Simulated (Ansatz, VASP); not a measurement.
## Pb: VASP beside Ansatz

File INCAR:

```
SYSTEM = Pb
  PREC = Accurate
  ENCUT = 520
  EDIFF = 1E-6
  ISMEAR = -1
  SIGMA = 0.05
  LREAL = .FALSE.
  LASPH = .TRUE.
  NELM = 60
  ALGO = Fast
  ISIF = 2
  LWAVE = .FALSE.
  LCHARG = .FALSE.
  GGA = CA
  NBANDS = 13
```

File KPOINTS:

```
Automatic mesh
0
G
  9 9 9
  0 0 0
```

POSCAR

```
Pb
1.0
   -1.9796595667      1.9796595667      1.9796595667
    1.9796595667     -1.9796595667      1.9796595667
    1.9796595667      1.9796595667     -1.9796595667
Pb
1
Direct
    0.0000000000      0.0000000000      0.0000000000
```

The input input.yaml:

```yaml
crystal:
  lattice:
    - [-1.9796595667, 1.9796595667, 1.9796595667]
    - [1.9796595667, -1.9796595667, 1.9796595667]
    - [1.9796595667, 1.9796595667, -1.9796595667]
  atoms:
    - { symbol: Pb, position: [0.0, 0.0, 0.0] }
kpoints:
  mp_grid: { grid: [9, 9, 9] }
  band_path:
    path:
      - [0.0, 0.0, 0.0]
      - [0.5, -0.5, 0.5]
      - [0.0, 0.0, 0.5]
      - [0.0, 0.0, 0.0]
      - [0.25, 0.25, 0.25]
      - [0.5, -0.5, 0.5]
    npoints: 12
scf:
  occupations: { method: fermi_dirac, width: 0.05 }
hamiltonian:
  xc: lda
  pseudopotentials: { kind: all_electron, lapw: { basis_error: 0.001 } }
output:
  forces: true
  stress: true
  eigenvalues: true
```

Alike in both runs: functional LDA; k mesh 9 × 9 × 9; occupations fermi-dirac, width 0.05 eV; no spin polarisation.

|  | VASP | Ansatz |
| --- | --- | --- |
| version | VASP 6.6.1 | Ansatz 0.2.0 |
| potentials or method | VASP PAW LDA potentials, release 64 (Pb_d), cutoff 520 eV | all-electron LAPW, scalar-relativistic |
| task | single point | band structure |

|  | VASP | Ansatz | Ansatz less VASP |
| --- | --- | --- | --- |
| gap on the k mesh at the Fermi level (eV) | none | none | - |
| pressure (GPa) | -3.3 | -3.4 | -0.05 |

LDA's correlation is that of Perdew and Zunger in VASP and of Perdew and Wang (1992) in Ansatz. A gap of «none» marks a metal or a gap that the smearing closes. Ansatz ran all-electron here, and VASP with PAW potentials.

Spin-orbit coupling is off throughout.
